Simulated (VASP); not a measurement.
# H2 in VASP: notebook

H2 is run at these levels: PBE; tasks: single point.

Program: VASP 6.6.1. These are calculated values, not measurements. Logs are shortened: lines on timing, memory, paths and dates and some standing lists are left out, and cuts for length are marked.

### 1 The cell of the first run

The cell holds a molecule in a box, 2 atoms: a = 10.000 Å, b = 10.300 Å, c = 10.600 Å, α = 90.00°, β = 90.00°, γ = 90.00°.

### 2 Single point, PBE

The input, INCAR:

```
ALGO = Normal ; EDIFF = 1E-6
ENCUT = 520 ; GGA = PE
ISIF = 2 ; ISMEAR = 0
LASPH = True ; LCHARG = True
LELF = True ; LREAL = False
LVHAR = True ; LWAVE = False
NBANDS = 8 ; NELM = 60
PREC = Accurate ; SIGMA = 0.01
```

The input, KPOINTS:

```
k-points
0
Gamma
  1 1 1
```

The input, POSCAR:

```
H
1.0
   10.0000000000      0.0000000000      0.0000000000
    0.0000000000     10.3000000000      0.0000000000
    0.0000000000      0.0000000000     10.6000000000
H
2
Direct
    0.5000000000      0.4854368932      0.4381959057
    0.5000000000      0.4854368932      0.5052003208
```

Potentials or basis: VASP PAW PBE potentials, release 64 (H).

On the command line:

```sh
> cat potpaw_PBE.64/H/POTCAR > POTCAR
> mpirun -np 1 vasp_gam > vasp.out
```

OUTCAR:

```text
EDIFF = 1E-6
   ENCUT = 520
   GGA = PE
   ISIF = 2
   ISMEAR = 0
   LASPH = True
   LREAL = False
   NELM = 60
   PREC = Accurate

 ion  position               nearest neighbor table
   1  0.500  0.485  0.438-   2 0.71
   2  0.500  0.485  0.505-   1 0.71

  LATTYP: Found a simple orthorhombic cell.
 ALAT       =    10.0000000000
 B/A-ratio  =     1.0300000000
 C/A-ratio  =     1.0600000000

  Lattice vectors:

 A1 = (  10.0000000000,   0.0000000000,   0.0000000000)
 A2 = (   0.0000000000,  10.3000000000,   0.0000000000)
 A3 = (   0.0000000000,   0.0000000000,  10.6000000000)

Analysis of symmetry for initial positions (statically):
=====================================================================
 Subroutine PRICEL returns:
 Original cell was already a primitive cell.

 Routine SETGRP: Setting up the symmetry group for a
 simple orthorhombic supercell.

 Subroutine GETGRP returns: Found  8 space group operations
 (whereof  2 operations were pure point group operations)
 out of a pool of  8 trial point group operations.

The static configuration has the point symmetry C_1h.
 The point group associated with its full space group is D_2h.

Analysis of symmetry for dynamics (positions and initial velocities):
=====================================================================
 Subroutine PRICEL returns:
 Original cell was already a primitive cell.

 Routine SETGRP: Setting up the symmetry group for a
 simple orthorhombic supercell.

 Subroutine GETGRP returns: Found  8 space group operations
 (whereof  2 operations were pure point group operations)
 out of a pool of  8 trial point group operations.

The dynamic configuration has the point symmetry C_1h.
 The point group associated with its full space group is D_2h.

 Subroutine INISYM returns: Found  8 space group operations
 (whereof  2 operations are pure point group operations),
 and found     1 'primitive' translations

----------------------------------------------------------------------------------------

                                     Primitive cell

  volume of cell :    1091.8000

  direct lattice vectors                    reciprocal lattice vectors
    10.000000000  0.000000000  0.000000000     0.100000000  0.000000000  0.000000000
     0.000000000 10.300000000  0.000000000     0.000000000  0.097087379  0.000000000
     0.000000000  0.000000000 10.600000000     0.000000000  0.000000000  0.094339623

  length of vectors
    10.000000000 10.300000000 10.600000000     0.100000000  0.097087379  0.094339623

  position of ions in fractional coordinates (direct lattice)
     0.500000000  0.485436893  0.438195906
     0.500000000  0.485436893  0.505200321

  ion indices of the primitive-cell ions
   primitive index   ion index
                 1           1
                 2           2

----------------------------------------------------------------------------------------

 KPOINTS: k-points

Automatic generation of k-mesh.
 Grid dimensions read from file:
 generate k-points for:    1    1    1

 Generating k-lattice:

  Cartesian coordinates                     Fractional coordinates (reciprocal lattice)
     0.100000000  0.000000000  0.000000000     1.000000000  0.000000000  0.000000000
     0.000000000  0.097087379  0.000000000     0.000000000  1.000000000  0.000000000
     0.000000000  0.000000000  0.094339623     0.000000000  0.000000000  1.000000000

  Length of vectors
     0.100000000  0.097087379  0.094339623

  Shift w.r.t. Gamma in fractional coordinates (k-lattice)
     0.000000000  0.000000000  0.000000000

 Subroutine IBZKPT returns following result:
 ===========================================

 Found      1 irreducible k-points:

 Following reciprocal coordinates:
            Coordinates               Weight
  0.000000  0.000000  0.000000      1.000000
   k-points           NKPTS =      1   k-points in BZ     NKDIM =      1   number of bands    NBANDS=      8
   number of dos      NEDOS =    301   number of ions     NIONS =      2
   total plane-waves  NPLWV = 512000
   dimension x,y,z NGX =    80 NGY =   80 NGZ =   80
   dimension x,y,z NGXF=   160 NGYF=  160 NGZF=  160
   ions per type =               2
   NGX,Y,Z   is equivalent  to a cutoff of  13.30, 12.91, 12.55 a.u.
   NGXF,Y,Z  is equivalent  to a cutoff of  26.60, 25.82, 25.09 a.u.
 SYSTEM =  unknown system
   PREC   = accura    normal or accurate (medium, high low for compatibility)
   ISTART =      0    job   : 0-new  1-cont  2-samecut
   ICHARG =      2    charge: 1-file 2-atom 10-const
   ISPIN  =      1    spin polarized calculation?
   LNONCOLLINEAR =      F non collinear calculations
   LSORBIT =      F    spin-orbit coupling
   LASPH  =      T    aspherical Exc in radial PAW
   ENCUT  =  520.0 eV  38.22 Ry    6.18 a.u.  18.59 19.15 19.71*2*pi/ulx,y,z
   NELM   =     60;   NELMIN=  2; NELMDL= -5     # of ELM steps
   EDIFF  = 0.1E-05   stopping-criterion for ELM
   LREAL  =      F    real-space projection
   EDIFFG = 0.1E-04   stopping-criterion for IOM
   NSW    =      0    number of steps for IOM
   IBRION =     -1    ionic relax: 0-MD 1-quasi-New 2-CG
   NFREE  =      0    steps in history (QN), initial steepest desc. (CG)
   ISIF   =      2    stress and relaxation
   ISYM   =      2    0-nonsym 1-usesym 2-fastsym
   POTIM  = 0.5000    time-step for ionic-motion
   TEBEG  =    0.0;   TEEND  =   0.0 temperature during run
   PSTRESS=    0.0 pullay stress
   NELECT =       2.0000    total number of electrons
   NUPDOWN=      -1.0000    fix difference up-down
   EMIN   =  10.00;   EMAX   =-10.00  energy-range for DOS
   EFERMI =   0.00;   METHOD = LEGACY
   ISMEAR =     0;   SIGMA  =   0.01  broadening in eV -4-tet -1-fermi 0-gaus
   EFERMI_NEDOS =   21; number of points for ismear=-14 and -15
   IALGO  =     38    algorithm
   IMIX   =      4    mixing-type and parameters
     AMIX     =   0.40;   BMIX     =  1.00
     AMIX_MAG =   1.60;   BMIX_MAG =  1.00
  volume/ion in A,a.u.               =     545.90      3683.92
  Fermi-wavevector in a.u.,A,eV,Ry     =   0.200311  0.378532  0.545924  0.040124
  Thomas-Fermi vector in A             =   0.954346
   LORBIT       =      0    0 simple, 1 ext, 2 COOP (PROOUT), +10 PAW based schemes
   GGA     = PE    functional components
   LHFCALC =     F    Hartree Fock is set to
   AEXX    =    0.0000 exact exchange contribution
   IVDW    =     0    specifies the selected vdW correction
   LEPSILON=     F    determine dielectric tensor
   LRPA    =     F    only Hartree local field effects (RPA)
 non-spin polarized calculation
 Gauss-broadening in eV      SIGMA  =   0.01
  energy-cutoff  :      520.00
  volume of cell :     1091.80
 maximum number of plane-waves:     14695
 NGX is ok and might be reduce to    80
   NGX = 37   NGY = 39   NGZ = 39

 number of electron       2.0000000 magnetization

 Free energy of the ion-electron system (eV)
  ---------------------------------------------------
  ext. energy  EPLUGINS =         0.00000000
  ---------------------------------------------------
  free energy    TOTEN  =        -6.74281221 eV

  energy without entropy =       -6.74281221  energy(sigma->0) =       -6.74281221

 E-fermi : -10.4343     XC(G=0):  -0.3428

 val. band max:      -10.5046200698   @ k =   0.0000   0.0000   0.0000
 cond. band min:      -0.1557702856   @ k =   0.0000   0.0000   0.0000
 fundamental gap:     10.3488497842
 Fermi energy:       -10.4343004141

 k-point     1 :       0.0000    0.0000    0.0000
  band No.  band energies     occupation
      1     -10.5046      2.00000
      2      -0.1558      0.00000
      3       0.4509      0.00000
      4       0.9311      0.00000
      5       0.9897      0.00000
      6       1.2148      0.00000
      7       1.2881      0.00000
      8       1.3804      0.00000

------------------------ aborting loop because EDIFF is reached ----------------------------------------

  FORCE on cell =-STRESS in cart. coord.  units (eV):
  Direction    XX          YY          ZZ          XY          YZ          ZX
  --------------------------------------------------------------------------------------
  -------------------------------------------------------------------------------------
  Total       -0.0278521     -0.0272903      1.0706764      0.0000000      0.0000000      0.0000000
  in kB       -0.0408719     -0.0400476      1.5711793      0.0000000      0.0000000      0.0000000
  external PRESSURE =       0.4967533 kB  Pullay stress =       0.0000000 kB

 VOLUME and BASIS-vectors are now :
 -----------------------------------------------------------------------------
  energy-cutoff  :      520.00
  volume of cell :     1091.80
      direct lattice vectors                 reciprocal lattice vectors
    10.000000000  0.000000000  0.000000000     0.100000000  0.000000000  0.000000000
     0.000000000 10.300000000  0.000000000     0.000000000  0.097087379  0.000000000
     0.000000000  0.000000000 10.600000000     0.000000000  0.000000000  0.094339623

 POSITION                                       TOTAL-FORCE (eV/Angst)
 -----------------------------------------------------------------------------------
      5.00000      5.00000      4.64488         0.000000      0.000000     -1.560354
      5.00000      5.00000      5.35512         0.000000      0.000000      1.560354
 -----------------------------------------------------------------------------------
    total drift:                                0.000000     -0.000005      0.000001

  FREE ENERGIE OF THE ION-ELECTRON SYSTEM (eV)
  ---------------------------------------------------
  free  energy   TOTEN  =        -6.7428122051 eV

  energy  without entropy=       -6.7428122051  energy(sigma->0) =       -6.74281221
```

Wall time 60 s (1 thread of Intel Xeon 6975P-C, shared host); peak memory 0.82 GiB.

Results:

| Property | Result |
| --- | --- |
| Free energy | -6.7428 eV |
| Largest force | 1.560 eV/Å |
| Gap between the frontier levels | 10.35 eV |

Forces in eV/Å, atoms in the order of the input:
```
H    0.000  0.000 -1.560
H    0.000  0.000  1.560
```

Levels at points of the mesh, in eV from the valence-band top:
```tsv
k point	band 1	band 2	band 3	band 4	band 5
(0.00, 0.00, 0.00)	0.00	10.35	10.96	11.44	11.49
```

### 3 Single point, PBE

The input, INCAR:

```
PREC = Accurate
ENCUT = 520
EDIFF = 1E-7
ISMEAR = 0
SIGMA = 0.01
LREAL = F
LASPH = T
NELM = 60
ALGO = Normal
ISIF = 2
LWAVE = F
LCHARG = F
GGA = PE
NBANDS = 8
```

The input, KPOINTS:

```
regular mesh
0
Gamma
  1 1 1
```

The input, POSCAR:

```
H
1.0
   10.0000000000      0.0000000000      0.0000000000
    0.0000000000     10.3000000000      0.0000000000
    0.0000000000      0.0000000000     10.6000000000
H
2
Direct
    0.5000000000      0.4854368932      0.4372525094
    0.5000000000      0.4854368932      0.5061437170
```

Potentials or basis: VASP PAW PBE potentials, release 64 (H).

On the command line:

```sh
> cat potpaw_PBE.64/H/POTCAR > POTCAR
> mpirun -np 1 vasp_gam > vasp.out
```

Run time: 61 s. Hardware: 1 thread of Intel Xeon 6975P-C, shared host; peak memory 0.81 GiB.

The run converged. Its results:

```
Free energy                     : -6.7655 eV
Largest force                   : 0.723 eV/Å
Gap between the frontier levels : 10.25 eV
```

Forces on the atoms (eV/Å):
```
H    0.000  0.000 -0.723
H    0.000  0.000  0.723
```

Levels at points of the mesh, in eV from the valence-band top:
| k point | band 1 | band 2 | band 3 | band 4 | band 5 |
| --- | --- | --- | --- | --- | --- |
| (0.00, 0.00, 0.00) | 0.00 | 10.25 | 10.80 | 11.32 | 11.38 |

### 4 Single point, PBE

The input, INCAR:

```
SYSTEM = H
PREC = Accurate
ENCUT = 520
EDIFF = 1E-6
ISMEAR = 0
SIGMA = 0.01
LREAL = .False.
LASPH = .True.
NELM = 80
ALGO = Normal
ISIF = 2
LWAVE = .False.
LCHARG = .False.
GGA = PE
NBANDS = 8
```

The input, KPOINTS:

```
regular mesh
0
Gamma
  1 1 1
  0 0 0
```

The input, POSCAR:

```
H
1.0
   10.0000000000      0.0000000000      0.0000000000
    0.0000000000     10.3000000000      0.0000000000
    0.0000000000      0.0000000000     10.6000000000
H
2
Direct
    0.5000000000      0.4854368932      0.4363091132
    0.5000000000      0.4854368932      0.5070871132
```

On the command line:

```sh
> cat potpaw_PBE.64/H/POTCAR > POTCAR
> mpirun -np 1 vasp_gam > vasp.out
```

Run time: 44 s. Hardware: 1 thread of Intel Xeon 6975P-C, shared host; peak memory 0.8 GiB.

Results (log left out):

```
Free energy                     : -6.7724 eV
Largest force                   : 0.011 eV/Å
Gap between the frontier levels : 10.15 eV
```

Forces on the atoms (eV/Å):
```
H    0.000  0.000  0.011
H    0.000  0.000 -0.011
```

Levels at points of the mesh, in eV from the valence-band top:
| k point | band 1 | band 2 | band 3 | band 4 | band 5 |
| --- | --- | --- | --- | --- | --- |
| (0.00, 0.00, 0.00) | 0.00 | 10.15 | 10.64 | 11.22 | 11.28 |
